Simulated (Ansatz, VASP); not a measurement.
# Ta: VASP beside Ansatz

```xyz
1
Lattice="-1.6264 1.6264 1.6264 1.6264 -1.6264 1.6264 1.6264 1.6264 -1.6264" Properties=species:S:1:pos:R:3 pbc="T T T"
Ta    0.0000    0.0000    0.0000
```

Alike in both runs: functional LDA; k mesh 16 × 16 × 16; occupations gaussian, width 0.1 eV; no spin polarisation.

Ansatz relaxed the structure, and its values are those at the end. VASP's run is a single point on that final structure, the one shown.

|  | VASP | Ansatz |
| --- | --- | --- |
| version | VASP 6.6.1 | Ansatz 0.2.0 |
| potentials or method | VASP PAW LDA potentials, release 64 (Ta_pv), cutoff 520 eV | scalar-relativistic, plane waves, PAW |
| valence electrons in the cell | 11 | 13 |

Ansatz gave:

```
gap on the k mesh at the Fermi level (eV) : none
pressure (GPa)                            : 0.0
```

What did VASP give for the same quantities?

gap on the k mesh at the Fermi level (eV): none; pressure (GPa): 0.9.

Ansatz warns that its potentials were made for another functional, while VASP's fit it. LDA's correlation is that of Perdew and Zunger in VASP and of Perdew and Wang (1992) in Ansatz. A gap of «none» marks a metal or a gap that the smearing closes. VASP's potentials hold 11 valence electrons a cell and Ansatz's 13, so a difference there can come from the potentials and not from the codes.

Neither program's run includes spin-orbit coupling.
